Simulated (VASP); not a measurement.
# Ti (R-3m) in VASP: further runs

Ti is run at these levels: PBE; tasks: single point.

Everything below comes from runs of VASP 6.6.1. Logs are shortened: lines on timing, memory, paths and dates and some standing lists are left out, and cuts for length are marked.

### 1 The cell of the first run

It takes space group R-3m (No. 166, trigonal). The conventional cell has a = 4.711 Å, b = 4.711 Å, c = 2.757 Å, α = 90.00°, β = 90.00°, γ = 120.00°. Within 3.6 Å of Ti (site symmetry -3m) lie 14 Ti at 2.76 to 3.28 Å.

### 2 Single point, PBE (equal xy, yz and zx shear strains of -3 %)

INCAR

```
ALGO     = Normal         # electronic algorithm
EDIFF    = 1E-6           # SCF threshold, eV
ENCUT    = 520            # plane-wave cutoff, eV
GGA      = PE             # functional
ISIF     = 2              # what is computed and relaxed
ISMEAR   = -1             # smearing method
LASPH    = True           # aspherical terms in the spheres
LCHARG   = True           # write CHGCAR
LELF     = True           # ELF
LREAL    = False          # projectors in reciprocal space
LVHAR    = True         
LWAVE    = False          # write WAVECAR
NBANDS   = 12             # bands
NELM     = 80             # most SCF steps
PREC     = Accurate       # precision mode
SIGMA    = 0.05           # smearing width, eV
```

KPOINTS

```
k-points
0
Gamma
  14 14 14
```

POSCAR

```
Ti
1.0
   -1.6902300000      1.6410000000      1.6410000000
    1.6410000000     -1.6902300000      1.6410000000
    1.6410000000      1.6410000000     -1.6902300000
Ti
1
Direct
    0.0000000000      0.0000000000      0.0000000000
```

Potentials or basis: VASP PAW PBE potentials, release 64 (Ti_sv).

Command:

```
cat potpaw_PBE.64/Ti_sv/POTCAR > POTCAR
mpirun -np 1 vasp_std > vasp.out
```

OUTCAR:

```text
EDIFF = 1E-6
   ENCUT = 520
   GGA = PE
   ISIF = 2
   ISMEAR = -1
   LASPH = True
   LREAL = False
   NELM = 80
   PREC = Accurate

 ion  position               nearest neighbor table
   1  0.000  0.000  0.000-

  LATTYP: Found a trigonal (rhomboedric) cell.
 ALAT       =     2.8709997306
 COS(alpha) =    -0.3463033748

  Lattice vectors:

 A1 = (  -1.6902300000,   1.6410000000,   1.6410000000)
 A2 = (   1.6410000000,  -1.6902300000,   1.6410000000)
 A3 = (   1.6410000000,   1.6410000000,  -1.6902300000)

Analysis of symmetry for initial positions (statically):
=====================================================================
 Subroutine PRICEL returns:
 Original cell was already a primitive cell.

 Routine SETGRP: Setting up the symmetry group for a
 trigonal (rhombohedral) supercell.

 Subroutine GETGRP returns: Found 12 space group operations
 (whereof 12 operations were pure point group operations)
 out of a pool of 12 trial point group operations.

The static configuration has the point symmetry D_3d.

Analysis of symmetry for dynamics (positions and initial velocities):
=====================================================================
 Subroutine PRICEL returns:
 Original cell was already a primitive cell.

 Routine SETGRP: Setting up the symmetry group for a
 trigonal (rhombohedral) supercell.

 Subroutine GETGRP returns: Found 12 space group operations
 (whereof 12 operations were pure point group operations)
 out of a pool of 12 trial point group operations.

The dynamic configuration has the point symmetry D_3d.

 Subroutine INISYM returns: Found 12 space group operations
 (whereof 12 operations are pure point group operations),
 and found     1 'primitive' translations

----------------------------------------------------------------------------------------

                                     Primitive cell

  volume of cell :      17.6640

  direct lattice vectors                    reciprocal lattice vectors
    -1.690230000  1.641000000  1.641000000     0.009284209  0.309473628  0.309473628
     1.641000000 -1.690230000  1.641000000     0.309473628  0.009284209  0.309473628
     1.641000000  1.641000000 -1.690230000     0.309473628  0.309473628  0.009284209

  length of vectors
     2.870999731  2.870999731  2.870999731     0.437760265  0.437760265  0.437760265

  position of ions in fractional coordinates (direct lattice)
     0.000000000  0.000000000  0.000000000

  ion indices of the primitive-cell ions
   primitive index   ion index
                 1           1

----------------------------------------------------------------------------------------

 KPOINTS: k-points

Automatic generation of k-mesh.
 Grid dimensions read from file:
 generate k-points for:   14   14   14

 Generating k-lattice:

  Cartesian coordinates                     Fractional coordinates (reciprocal lattice)
     0.000663158  0.022105259  0.022105259     0.071428571  0.000000000  0.000000000
     0.022105259  0.000663158  0.022105259     0.000000000  0.071428571  0.000000000
     0.022105259  0.022105259  0.000663158    -0.000000000 -0.000000000  0.071428571

  Length of vectors
     0.031268590  0.031268590  0.031268590

  Shift w.r.t. Gamma in fractional coordinates (k-lattice)
     0.000000000  0.000000000  0.000000000

 Subroutine IBZKPT returns following result:
 ===========================================

 Found    288 irreducible k-points:

 Following reciprocal coordinates:
            Coordinates               Weight
  0.000000  0.000000  0.000000      1.000000
  0.071429 -0.000000 -0.000000      6.000000
  0.142857 -0.000000 -0.000000      6.000000
  0.214286 -0.000000 -0.000000      6.000000
  0.285714  0.000000  0.000000      6.000000
  0.357143 -0.000000 -0.000000      6.000000
[... 16 lines left out ...]
  0.214286  0.142857 -0.000000     12.000000
  0.285714  0.142857  0.000000     12.000000
 [... further k-points ...]
   k-points           NKPTS =    288   k-points in BZ     NKDIM =    288   number of bands    NBANDS=     12
   number of dos      NEDOS =    301   number of ions     NIONS =      1
   total plane-waves  NPLWV =  13824
   dimension x,y,z NGX =    24 NGY =   24 NGZ =   24
   dimension x,y,z NGXF=    48 NGYF=   48 NGZF=   48
   ions per type =               1
   NGX,Y,Z   is equivalent  to a cutoff of  13.90, 13.90, 13.90 a.u.
   NGXF,Y,Z  is equivalent  to a cutoff of  27.79, 27.79, 27.79 a.u.
 SYSTEM =  unknown system
   PREC   = accura    normal or accurate (medium, high low for compatibility)
   ISTART =      0    job   : 0-new  1-cont  2-samecut
   ICHARG =      2    charge: 1-file 2-atom 10-const
   ISPIN  =      1    spin polarized calculation?
   LNONCOLLINEAR =      F non collinear calculations
   LSORBIT =      F    spin-orbit coupling
   LASPH  =      T    aspherical Exc in radial PAW
   ENCUT  =  520.0 eV  38.22 Ry    6.18 a.u.   5.34  5.34  5.34*2*pi/ulx,y,z
   NELM   =     80;   NELMIN=  2; NELMDL= -5     # of ELM steps
   EDIFF  = 0.1E-05   stopping-criterion for ELM
   LREAL  =      F    real-space projection
   EDIFFG = 0.1E-04   stopping-criterion for IOM
   NSW    =      0    number of steps for IOM
   IBRION =     -1    ionic relax: 0-MD 1-quasi-New 2-CG
   NFREE  =      0    steps in history (QN), initial steepest desc. (CG)
   ISIF   =      2    stress and relaxation
   ISYM   =      2    0-nonsym 1-usesym 2-fastsym
   POTIM  = 0.5000    time-step for ionic-motion
   TEBEG  =    0.0;   TEEND  =   0.0 temperature during run
   PSTRESS=    0.0 pullay stress
   NELECT =      12.0000    total number of electrons
   NUPDOWN=      -1.0000    fix difference up-down
   EMIN   =  10.00;   EMAX   =-10.00  energy-range for DOS
   EFERMI =   0.00;   METHOD = LEGACY
   ISMEAR =    -1;   SIGMA  =   0.05  broadening in eV -4-tet -1-fermi 0-gaus
   EFERMI_NEDOS =   21; number of points for ismear=-14 and -15
   IALGO  =     38    algorithm
   IMIX   =      4    mixing-type and parameters
     AMIX     =   0.40;   BMIX     =  1.00
     AMIX_MAG =   1.60;   BMIX_MAG =  1.00
  volume/ion in A,a.u.               =      17.66       119.20
  Fermi-wavevector in a.u.,A,eV,Ry     =   1.439148  2.719595 28.179657  2.071146
  Thomas-Fermi vector in A             =   2.558036
   LORBIT       =      0    0 simple, 1 ext, 2 COOP (PROOUT), +10 PAW based schemes
   GGA     = PE    functional components
   LHFCALC =     F    Hartree Fock is set to
   AEXX    =    0.0000 exact exchange contribution
   IVDW    =     0    specifies the selected vdW correction
   LEPSILON=     F    determine dielectric tensor
   LRPA    =     F    only Hartree local field effects (RPA)
 non-spin polarized calculation
  energy-cutoff  :      520.00
  volume of cell :       17.66
 maximum number of plane-waves:       492
 NGX is ok and might be reduce to    24
   NGX = 11   NGY = 11   NGZ = 11

 number of electron      12.0000001 magnetization

 Free energy of the ion-electron system (eV)
  ---------------------------------------------------
  ext. energy  EPLUGINS =         0.00000000
  ---------------------------------------------------
  free energy    TOTEN  =        -7.72496079 eV

  energy without entropy =       -7.70468756  energy(sigma->0) =       -7.71482418

 E-fermi :   7.9079     XC(G=0): -11.4131

 val. band max:        7.9018585345   @ k =   0.2857   0.2857   0.0000
 cond. band min:       7.9098901617   @ k =  -0.2857   0.2857   0.0000
 fundamental gap:      0.0080316272
 Fermi energy:         7.9078573484

 k-point     1 :       0.0000    0.0000    0.0000
  band No.  band energies     occupation
      1     -48.6519      2.00000
      2     -24.5484      2.00000
      3     -24.5484      2.00000
      4     -24.4767      2.00000
      5       1.9982      2.00000
      6       8.5895      0.00000
      7       9.0066      0.00000
      8       9.0066      0.00000
      9      10.6378      0.00000
     10      10.6378      0.00000
     11      24.6115      0.00000
     12      25.4882      0.00000

 k-point     2 :       0.0714   -0.0000   -0.0000
  band No.  band energies     occupation
      1     -48.6452      2.00000
      2     -24.5655      2.00000
      3     -24.5482      2.00000
      4     -24.5066      2.00000
      5       2.1757      2.00000
      6       8.6736      0.00000
      7       8.9271      0.00000
      8       9.0550      0.00000
      9      10.5197      0.00000
     10      10.6300      0.00000
     11      24.6632      0.00000
     12      25.2207      0.00000

 k-point     3 :       0.1429   -0.0000   -0.0000
  band No.  band energies     occupation
      1     -48.6262      2.00000
      2     -24.6383      2.00000
      3     -24.5643      2.00000
      4     -24.5475      2.00000
      5       2.6876      2.00000
      6       8.7095      0.00000
      7       8.7560      0.00000
      8       9.3034      0.00000
      9      10.2823      0.00000
     10      10.6185      0.00000
     11      24.3513      0.00000
     12      24.5773      0.00000

 k-point     4 :       0.2143   -0.0000   -0.0000
  band No.  band energies     occupation
      1     -48.5987      2.00000
      2     -24.7736      2.00000
      3     -24.6151      2.00000
      4     -24.5465      2.00000
      5       3.4649      2.00000
      6       8.4085      0.00009
      7       8.5934      0.00000
      8       9.8524      0.00000
      9      10.1785      0.00000
     10      10.6262      0.00000
     11      22.8195      0.00000
     12      23.8971      0.00000

 k-point     5 :       0.2857    0.0000    0.0000
  band No.  band energies     occupation
      1     -48.5681      2.00000
      2     -24.9270      2.00000
      3     -24.6648      2.00000
      4     -24.5454      2.00000
      5       4.3612      2.00000
      6       8.0925      0.04857
      7       8.3579      0.00025
      8      10.2714      0.00000
      9      10.5772      0.00000
     10      10.6663      0.00000
     11      20.8727      0.00000
     12      22.8542      0.00000
[... 228 lines left out ...]
      1     -48.6465      2.00000
      2     -24.5792      2.00000
      3     -24.5551      2.00000
      4     -24.4794      2.00000
      5       2.1646      2.00000
      6       8.5399      0.00001
      7       8.9411      0.00000
      8       9.1229      0.00000
      9      10.5757      0.00000
     10      10.6489      0.00000
     11      24.4571      0.00000
     12      25.4102      0.00000

 k-point    22 :       0.1429    0.1429   -0.0000
  band No.  band energies     occupation
      1     -48.5811      2.00000
      2     -24.8604      2.00000
      3     -24.6165      2.00000
      4     -24.5692      2.00000
      5       3.9426      2.00000
      6       8.3288      0.00044
      7       8.3658      0.00021
      8      10.0304      0.00000
      9      10.2713      0.00000
     10      10.7080      0.00000
     11      22.5493      0.00000
     12      23.1020      0.00000

 k-point    23 :       0.2143    0.1429   -0.0000
  band No.  band energies     occupation
      1     -48.5534      2.00000
      2     -24.9889      2.00000
      3     -24.6630      2.00000
      4     -24.5754      2.00000
      5       4.8237      2.00000
      6       7.9261      0.81976
      7       8.1454      0.01715
      8      10.1126      0.00000
      9      10.7842      0.00000
     10      11.1186      0.00000
     11      20.8723      0.00000
     12      21.8831      0.00000

 k-point    24 :       0.2857    0.1429    0.0000
  band No.  band energies     occupation
      1     -48.5294      2.00000
      2     -25.0891      2.00000
      3     -24.7166      2.00000
      4     -24.5780      2.00000
      5       5.5711      2.00000
      6       7.6776      1.98019
      7       8.0626      0.08660
      8      10.2980      0.00000
      9      10.8524      0.00000
     10      11.9928      0.00000
     11      18.9186      0.00000
     12      21.0000      0.00000

 [... further k-points ...]
[... 5 lines left out ...]
  --------------------------------------------------------------------------------------
  -------------------------------------------------------------------------------------
  Total       -0.2876177     -0.2876177     -0.2876177      0.1043146      0.1043146      0.1043146
  in kB      -26.0877510    -26.0877510    -26.0877510      9.4616355      9.4616355      9.4616355
  external PRESSURE =     -26.0877510 kB  Pullay stress =       0.0000000 kB

 VOLUME and BASIS-vectors are now :
 -----------------------------------------------------------------------------
  energy-cutoff  :      520.00
  volume of cell :       17.66
      direct lattice vectors                 reciprocal lattice vectors
    -1.690230000  1.641000000  1.641000000     0.009284209  0.309473628  0.309473628
     1.641000000 -1.690230000  1.641000000     0.309473628  0.009284209  0.309473628
     1.641000000  1.641000000 -1.690230000     0.309473628  0.309473628  0.009284209

 POSITION                                       TOTAL-FORCE (eV/Angst)
 -----------------------------------------------------------------------------------
      0.00000      0.00000      0.00000         0.000000     -0.000000      0.000000
 -----------------------------------------------------------------------------------
    total drift:                               -0.000000     -0.000000      0.000000

  FREE ENERGIE OF THE ION-ELECTRON SYSTEM (eV)
  ---------------------------------------------------
  free  energy   TOTEN  =        -7.7249607940 eV

  energy  without entropy=       -7.7046875600  energy(sigma->0) =       -7.71482418
```

It took 28 s on 1 thread of AMD EPYC 9R45 (Zen 5), shared host; peak memory 0.15 GiB.

Results:

| Property | Result |
| --- | --- |
| Free energy | -7.7250 eV |
| Pressure | -2.6 GPa |
| Band gap on the k mesh | zero (bands 6 and 7 overlap by 1.61 eV) |

Caveat: the cell differs from its parent crystal (equal xy, yz and zx shear strains of -3 %).

(Continued in part 2 of 2.)
